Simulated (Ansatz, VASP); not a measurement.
# One calculation of Zr2HS4, two programs

File INCAR:

```
PREC     = Accurate       # precision mode
ENCUT    = 400            # plane-wave cutoff, eV
EDIFF    = 1E-6           # SCF threshold, eV
ISMEAR   = 0              # smearing method
SIGMA    = 0.05           # smearing width, eV
LREAL    = False          # projectors in reciprocal space
LASPH    = True           # aspherical terms in the spheres
NELM     = 120            # most SCF steps
ALGO     = Normal         # electronic algorithm
ISIF     = 2              # what is computed and relaxed
LWAVE    = False          # write WAVECAR
LCHARG   = False          # write CHGCAR
LDIPOL   = True         
IDIPOL   = 3            
DIPOL    = 0.5 0.5 0.285
GGA      = PE             # functional
IVDW     = 12             # dispersion correction
NBANDS   = 62             # bands
GGA_COMPAT= False        
NELMDL   = -8
```

KPOINTS

```
Automatic mesh
0
Gamma
  6 6 1
```

POSCAR

```
Zr2HS4
1.0
    7.2976778227      0.0000000000      0.0000000000
   -3.6488389114      6.3199743831      0.0000000000
    0.0000000000      0.0000000000     20.9171506047
S Zr H
8 4 2
Direct
    0.3333333333      0.1666666667      0.1912306354
    0.3333333333      0.6666666667      0.1912306354
    0.8333333333      0.1666666667      0.1912306354
    0.8333333333      0.6666666667      0.1912306354
    0.1666666667      0.3333333333      0.3306927762
    0.1666666667      0.8333333333      0.3306927762
    0.6666666667      0.3333333333      0.3306927762
    0.6666666667      0.8333333333      0.3306927762
    0.0000000000      0.0000000000      0.2609617058
    0.0000000000      0.5000000000      0.2609617058
    0.5000000000      0.0000000000      0.2609617058
    0.5000000000      0.5000000000      0.2609617058
    0.3036654916      0.6963345084      0.4286984769
    0.3630011751      0.6369988249      0.4286984769
```

Input for Ansatz:

```yaml
crystal:
  lattice:
    - [7.2976778227, 0.0, 0.0]
    - [-3.6488389114, 6.3199743831, 0.0]
    - [0.0, 0.0, 20.9171506047]
  atoms:
    - { symbol: S, position: [0.3333333333, 0.1666666667, 0.1912306354] }
    - { symbol: S, position: [0.3333333333, 0.6666666667, 0.1912306354] }
    - { symbol: S, position: [0.8333333333, 0.1666666667, 0.1912306354] }
    - { symbol: S, position: [0.8333333333, 0.6666666667, 0.1912306354] }
    - { symbol: Zr, position: [0.0, 0.0, 0.2609617058] }
    - { symbol: Zr, position: [0.0, 0.5, 0.2609617058] }
    - { symbol: Zr, position: [0.5, 0.0, 0.2609617058] }
    - { symbol: Zr, position: [0.5, 0.5, 0.2609617058] }
    - { symbol: S, position: [0.1666666667, 0.3333333333, 0.3306927762] }
    - { symbol: S, position: [0.1666666667, 0.8333333333, 0.3306927762] }
    - { symbol: S, position: [0.6666666667, 0.3333333333, 0.3306927762] }
    - { symbol: S, position: [0.6666666667, 0.8333333333, 0.3306927762] }
    - { symbol: H, position: [0.3036654916, 0.6963345084, 0.4286984769] }
    - { symbol: H, position: [0.3630011751, 0.6369988249, 0.4286984769] }
basis:
  ecutwfc: 420
kpoints:
  mp_grid: { grid: [6, 6, 1] }
hamiltonian:
  xc: pbe
  pseudopotentials: { kind: paw, azcp: { folder: soft_1 } }
  dispersion: d3bj
scf:
  occupations: { method: gaussian, width: 0.05 }
output:
  forces: true
  eigenvalues: true
efield:
  axis: 3
  dipole_correction: true
  ramp_width: 0.04
```

Alike in both runs: task single point; functional PBE; dispersion D3(BJ); k mesh 6 × 6 × 1; occupations gaussian, width 0.05 eV; no spin polarisation.

```csv
,VASP,Ansatz
version,VASP 6.6.1,Ansatz 0.2.0
potentials or method,"VASP PAW PBE potentials, release 64 (S, Zr_sv, H), cutoff 400 eV","scalar-relativistic, plane waves, PAW"
valence electrons in the cell,98,98
```

Ansatz gave:

```
gap on the k mesh at the Fermi level (eV) : 1.10
least direct gap on the mesh (eV)         : 1.10
rms of the force components (eV/Å)        : 0.040
```

Task: Estimate VASP's values.

Result: gap on the k mesh at the Fermi level (eV): 1.10; least direct gap on the mesh (eV): 1.10; rms of the force components (eV/Å): 0.039.
